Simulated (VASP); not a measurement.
# BaTiO3 (P4mm) in VASP: density of states with LDA

Aim: the density of states of BaTiO3 with LDA.

Everything below comes from runs of VASP 6.6.1. Logs are shortened: lines on timing, memory, paths and dates and some standing lists are left out, and cuts for length are marked.

## Step 1: The cell of the first run

It takes space group P4mm (No. 99, tetragonal). Conventional cell: a = 3.926 Å, b = 3.926 Å, c = 3.974 Å, α = 90.00°, β = 90.00°, γ = 90.00°. Ba (site symmetry 4mm) has 12 O at 2.75 to 2.83 Å and 8 Ti at 3.39 to 3.44 Å within 3.6 Å. Within 2.5 Å of Ti (site symmetry 4mm) lie 6 O at 1.85 to 2.12 Å. Within 2.5 Å of O (site symmetry 4mm) lie 2 Ti at 1.85 to 2.12 Å. O (site symmetry 2mm) has 2 Ti at 1.97 Å within 2.6 Å.

## Step 2: Density of states, LDA

The input, POSCAR:

```
BaTiO3
1.0
    3.9263979275      0.0000000000      0.0000000000
    0.0000000000      3.9263979275      0.0000000000
    0.0000000000      0.0000000000      3.9743093421
Ba Ti O
1 1 3
Direct
    0.0000000000      0.0000000000      0.0011120632
    0.5000000000      0.5000000000      0.4887464658
    0.5000000000      0.5000000000      0.0222529400
    0.5000000000      0.0000000000      0.5154442655
    0.0000000000      0.5000000000      0.5154442655
```

The input, INCAR.step1:

```
SYSTEM = BaTiO3
PREC = Accurate
ENCUT = 520
EDIFF = 1E-6
ISMEAR = 0
SIGMA = 0.05
LREAL = .FALSE.
LASPH = .TRUE.
NELM = 100
ALGO = Normal
ISIF = 2
LWAVE = .FALSE.
LCHARG = .TRUE.
LMAXMIX = 4
NBANDS = 28
```

The input, KPOINTS.step1:

```
regular mesh
0
G
  6 6 6
  0 0 0
```

The input, INCAR.step2:

```
SYSTEM = BaTiO3
PREC = Accurate
ENCUT = 520
EDIFF = 1E-6
ISMEAR = -5
SIGMA = 0.05
LREAL = .FALSE.
LASPH = .TRUE.
NELM = 100
ALGO = Normal
ISIF = 2
LWAVE = .FALSE.
LCHARG = .FALSE.
LMAXMIX = 4
LORBIT = 10
NEDOS = 1001
ICHARG = 11
```

The input, KPOINTS.step2:

```
regular mesh
0
G
  9 9 9
  0 0 0
```

Potentials or basis: VASP PAW LDA potentials, release 64 (Ba_sv, Ti_sv, O).

Command:

```
cat potpaw_LDA.64/Ba_sv/POTCAR potpaw_LDA.64/Ti_sv/POTCAR potpaw_LDA.64/O/POTCAR > POTCAR
cp INCAR.step1 INCAR
cp KPOINTS.step1 KPOINTS
mpirun -np 1 vasp_std > vasp.out
cp INCAR.step2 INCAR
cp KPOINTS.step2 KPOINTS
mpirun -np 1 vasp_std > vasp.out
```

OUTCAR:

```text
SYSTEM = BaTiO3
   PREC = Accurate
   ENCUT = 520
   EDIFF = 1E-6
   ISMEAR = -5
   LREAL = .FALSE.
   LASPH = .TRUE.
   NELM = 100
   ISIF = 2
   LORBIT = 10
   ICHARG = 11

 ion  position               nearest neighbor table
   1  0.000  0.000  0.001-   4 2.75   5 2.75   5 2.75   4 2.75   3 2.78   3 2.78   3 2.78   3 2.78
                             4 2.83   5 2.83   5 2.83   4 2.83   2 3.39   2 3.39   2 3.39   2 3.39
   2  0.500  0.500  0.489-   3 1.85   4 1.97   5 1.97   4 1.97   5 1.97   3 2.12   1 3.39   1 3.39
                             1 3.39   1 3.39   1 3.44   1 3.44   1 3.44   1 3.44
   3  0.500  0.500  0.022-   2 1.85   2 2.12   1 2.78   1 2.78   1 2.78   1 2.78
   4  0.500  0.000  0.515-   2 1.97   2 1.97   1 2.75   1 2.75   1 2.83   1 2.83
   5  0.000  0.500  0.515-   2 1.97   2 1.97   1 2.75   1 2.75   1 2.83   1 2.83

  LATTYP: Found a simple tetragonal cell.
 ALAT       =     3.9263979275
 C/A-ratio  =     1.0122023838

  Lattice vectors:

 A1 = (   3.9263979275,   0.0000000000,   0.0000000000)
 A2 = (   0.0000000000,   3.9263979275,   0.0000000000)
 A3 = (   0.0000000000,   0.0000000000,   3.9743093421)

Analysis of symmetry for initial positions (statically):
=====================================================================
 Subroutine PRICEL returns:
 Original cell was already a primitive cell.

 Routine SETGRP: Setting up the symmetry group for a
 simple tetragonal supercell.

 Subroutine GETGRP returns: Found  8 space group operations
 (whereof  8 operations were pure point group operations)
 out of a pool of 16 trial point group operations.

The static configuration has the point symmetry C_4v.

Analysis of symmetry for dynamics (positions and initial velocities):
=====================================================================
 Subroutine PRICEL returns:
 Original cell was already a primitive cell.

 Routine SETGRP: Setting up the symmetry group for a
 simple tetragonal supercell.

 Subroutine GETGRP returns: Found  8 space group operations
 (whereof  8 operations were pure point group operations)
 out of a pool of 16 trial point group operations.

The dynamic configuration has the point symmetry C_4v.

 Subroutine INISYM returns: Found  8 space group operations
 (whereof  8 operations are pure point group operations),
 and found     1 'primitive' translations

----------------------------------------------------------------------------------------

                                     Primitive cell

  volume of cell :      61.2703

  direct lattice vectors                    reciprocal lattice vectors
     3.926397928  0.000000000  0.000000000     0.254686361  0.000000000  0.000000000
     0.000000000  3.926397928  0.000000000     0.000000000  0.254686361  0.000000000
     0.000000000  0.000000000  3.974309342     0.000000000  0.000000000  0.251616045

  length of vectors
     3.926397928  3.926397928  3.974309342     0.254686361  0.254686361  0.251616045

  position of ions in fractional coordinates (direct lattice)
     0.000000000  0.000000000  0.001112063
     0.500000000  0.500000000  0.488746466
     0.500000000  0.500000000  0.022252940
     0.500000000  0.000000000  0.515444266
     0.000000000  0.500000000  0.515444266

  ion indices of the primitive-cell ions
   primitive index   ion index
                 1           1
                 2           2
                 3           3
                 4           4
                 5           5

----------------------------------------------------------------------------------------

 KPOINTS: regular mesh

Automatic generation of k-mesh.
 Grid dimensions read from file:
 generate k-points for:    9    9    9

 Generating k-lattice:

  Cartesian coordinates                     Fractional coordinates (reciprocal lattice)
     0.028298485  0.000000000  0.000000000     0.111111111  0.000000000  0.000000000
     0.000000000  0.028298485  0.000000000     0.000000000  0.111111111  0.000000000
     0.000000000  0.000000000  0.027957338     0.000000000  0.000000000  0.111111111

  Length of vectors
     0.028298485  0.028298485  0.027957338

  Shift w.r.t. Gamma in fractional coordinates (k-lattice)
     0.000000000  0.000000000  0.000000000

 TETIRR: Found   1075 inequivalent tetrahedra from     4374

 Subroutine IBZKPT returns following result:
 ===========================================

 Found     75 irreducible k-points:

 Following reciprocal coordinates:
            Coordinates               Weight
  0.000000  0.000000  0.000000      1.000000
  0.111111  0.000000  0.000000      4.000000
  0.222222  0.000000  0.000000      4.000000
  0.333333  0.000000  0.000000      4.000000
  0.444444  0.000000  0.000000      4.000000
  0.111111  0.111111  0.000000      4.000000
[... 16 lines left out ...]
  0.333333  0.111111  0.111111     16.000000
  0.444444  0.111111  0.111111     16.000000
 [... further k-points ...]
   k-points           NKPTS =     75   k-points in BZ     NKDIM =     75   number of bands    NBANDS=     24
   number of dos      NEDOS =   1001   number of ions     NIONS =      5
   total plane-waves  NPLWV =  27000
   dimension x,y,z NGX =    30 NGY =   30 NGZ =   30
   dimension x,y,z NGXF=    60 NGYF=   60 NGZF=   60
   ions per type =               1   1   3
   NGX,Y,Z   is equivalent  to a cutoff of  12.70, 12.70, 12.55 a.u.
   NGXF,Y,Z  is equivalent  to a cutoff of  25.40, 25.40, 25.10 a.u.
 SYSTEM =  BaTiO3
   PREC   = accura    normal or accurate (medium, high low for compatibility)
   ISTART =      0    job   : 0-new  1-cont  2-samecut
   ICHARG =     11    charge: 1-file 2-atom 10-const
   ISPIN  =      1    spin polarized calculation?
   LNONCOLLINEAR =      F non collinear calculations
   LSORBIT =      F    spin-orbit coupling
   LASPH  =      T    aspherical Exc in radial PAW
   ENCUT  =  520.0 eV  38.22 Ry    6.18 a.u.   7.30  7.30  7.39*2*pi/ulx,y,z
   NELM   =    100;   NELMIN=  2; NELMDL=  0     # of ELM steps
   EDIFF  = 0.1E-05   stopping-criterion for ELM
   LREAL  =      F    real-space projection
   EDIFFG = 0.1E-04   stopping-criterion for IOM
   NSW    =      0    number of steps for IOM
   IBRION =     -1    ionic relax: 0-MD 1-quasi-New 2-CG
   NFREE  =      0    steps in history (QN), initial steepest desc. (CG)
   ISIF   =      2    stress and relaxation
   ISYM   =      2    0-nonsym 1-usesym 2-fastsym
   POTIM  = 0.5000    time-step for ionic-motion
   TEBEG  =    0.0;   TEEND  =   0.0 temperature during run
   PSTRESS=    0.0 pullay stress
   NELECT =      40.0000    total number of electrons
   NUPDOWN=      -1.0000    fix difference up-down
   EMIN   =  10.00;   EMAX   =-10.00  energy-range for DOS
   EFERMI =   0.00;   METHOD = LEGACY
   ISMEAR =    -5;   SIGMA  =   0.05  broadening in eV -4-tet -1-fermi 0-gaus
   EFERMI_NEDOS =   21; number of points for ismear=-14 and -15
   IALGO  =     38    algorithm
   IMIX   =      4    mixing-type and parameters
     AMIX     =   0.40;   BMIX     =  1.00
     AMIX_MAG =   1.60;   BMIX_MAG =  1.00
  volume/ion in A,a.u.               =      12.25        82.69
  Fermi-wavevector in a.u.,A,eV,Ry     =   1.420184  2.683759 27.441912  2.016924
  Thomas-Fermi vector in A             =   2.541126
   LORBIT       =     10    0 simple, 1 ext, 2 COOP (PROOUT), +10 PAW based schemes
   GGA     = CA    functional components
   LHFCALC =     F    Hartree Fock is set to
   AEXX    =    0.0000 exact exchange contribution
   IVDW    =     0    specifies the selected vdW correction
   LEPSILON=     F    determine dielectric tensor
   LRPA    =     F    only Hartree local field effects (RPA)
 non-spin polarized calculation
 Fermi weights with tetrahedron method with Bloechl corrections
  energy-cutoff  :      520.00
  volume of cell :       61.27
 maximum number of plane-waves:      1675
 NGX is ok and might be reduce to    30

 number of electron      39.9999994 magnetization

 Free energy of the ion-electron system (eV)
  ---------------------------------------------------
  ext. energy  EPLUGINS =         0.00000000
  ---------------------------------------------------
  free energy    TOTEN  =       -44.15607609 eV

  energy without entropy =      -44.15607609  energy(sigma->0) =      -44.15607609

 E-fermi :   3.8879     XC(G=0): -11.9661

 val. band max:        3.8721918420   @ k =   0.4444   0.4444   0.4444
 cond. band min:       5.7189519330   @ k =   0.0000   0.0000   0.0000
 fundamental gap:      1.8467600910
 Fermi energy:         3.8878550705

 k-point     1 :       0.0000    0.0000    0.0000
  band No.  band energies     occupation
      1     -51.7057      2.00000
      2     -28.3936      2.00000
      3     -28.3502      2.00000
      4     -28.3502      2.00000
      5     -20.6946      2.00000
      6     -12.7906      2.00000
[... 16 lines left out ...]
     23       5.9767      0.00000
     24       8.3106      0.00000

 k-point     2 :       0.1111    0.0000    0.0000
  band No.  band energies     occupation
      1     -51.7055      2.00000
      2     -28.3932      2.00000
      3     -28.3586      2.00000
      4     -28.3498      2.00000
      5     -20.6761      2.00000
      6     -12.8051      2.00000
[... 16 lines left out ...]
     23       6.1451      0.00000
     24       8.3562      0.00000

 k-point     3 :       0.2222    0.0000    0.0000
  band No.  band energies     occupation
      1     -51.7051      2.00000
      2     -28.3923      2.00000
      3     -28.3799      2.00000
      4     -28.3489      2.00000
      5     -20.6287      2.00000
      6     -12.8887      2.00000
[... 16 lines left out ...]
     23       6.6579      0.00000
     24       8.3613      0.00000
[... 514 lines left out ...]
 k-point    23 :       0.3333    0.1111    0.1111
  band No.  band energies     occupation
      1     -51.7042      2.00000
      2     -28.4031      2.00000
      3     -28.3980      2.00000
      4     -28.3559      2.00000
      5     -20.5486      2.00000
      6     -12.9227      2.00000
[... 16 lines left out ...]
     23       7.3002      0.00000
     24       8.8767      0.00000

 k-point    24 :       0.4444    0.1111    0.1111
  band No.  band energies     occupation
      1     -51.7039      2.00000
      2     -28.4185      2.00000
      3     -28.3974      2.00000
      4     -28.3552      2.00000
      5     -20.5148      2.00000
      6     -13.0038      2.00000
[... 16 lines left out ...]
     23       7.6680      0.00000
     24       8.8613      0.00000

 [... further k-points ...]
[... 5 lines left out ...]
  --------------------------------------------------------------------------------------
  -------------------------------------------------------------------------------------
  Total        0.9540279      0.9540279      0.9970122      0.0000000      0.0000000      0.0000000
  in kB       24.9471755     24.9471755     26.0711843      0.0000000      0.0000000      0.0000000
  external PRESSURE =      25.3218451 kB  Pullay stress =       0.0000000 kB

 VOLUME and BASIS-vectors are now :
 -----------------------------------------------------------------------------
  energy-cutoff  :      520.00
  volume of cell :       61.27
      direct lattice vectors                 reciprocal lattice vectors
     3.926397928  0.000000000  0.000000000     0.254686361  0.000000000  0.000000000
     0.000000000  3.926397928  0.000000000     0.000000000  0.254686361  0.000000000
     0.000000000  0.000000000  3.974309342     0.000000000  0.000000000  0.251616045

 POSITION                                       TOTAL-FORCE (eV/Angst)
 -----------------------------------------------------------------------------------
      0.00000      0.00000      0.00442         0.000000      0.000000      0.030096
      1.96320      1.96320      1.94243         0.000000      0.000000      0.081611
      1.96320      1.96320      0.08844        -0.000000      0.000000     -0.084225
      1.96320      0.00000      2.04853         0.000000     -0.000000     -0.013741
      0.00000      1.96320      2.04853         0.000000      0.000000     -0.013741
 -----------------------------------------------------------------------------------
    total drift:                                0.000000      0.000000      0.000006

  FREE ENERGIE OF THE ION-ELECTRON SYSTEM (eV)
  ---------------------------------------------------
  free  energy   TOTEN  =       -44.1560760927 eV

  energy  without entropy=      -44.1560760927  energy(sigma->0) =      -44.15607609

 total charge

# of ion       s       p       d       tot
------------------------------------------
    1        2.009   5.645   0.372   8.026
    2        2.231   6.311   1.808  10.350
    3        1.557   3.468   0.000   5.025
    4        1.554   3.470   0.000   5.024
    5        1.554   3.470   0.000   5.024
--------------------------------------------------
tot          8.905  22.363   2.180  33.449
```

Run time: 99 s. Hardware: 1 thread of Intel Xeon Platinum 8488C (Sapphire Rapids), shared host; peak memory 0.23 GiB.

Results:

| Quantity | Value |
| --- | --- |
| Valence electrons inside the program's atomic spheres | Ba 8.03; Ti 10.35; O 5.03, 5.02 |

Levels at points of the mesh, in eV from the valence-band top:
```tsv
k point	band 18	band 19	band 20	band 21	band 22	band 23
(0.00, 0.00, 0.00)	-0.24	-0.22	-0.22	1.85	2.10	2.10
```

Caveat: spin-orbit coupling is left out, which moves the levels of the heavy elements.
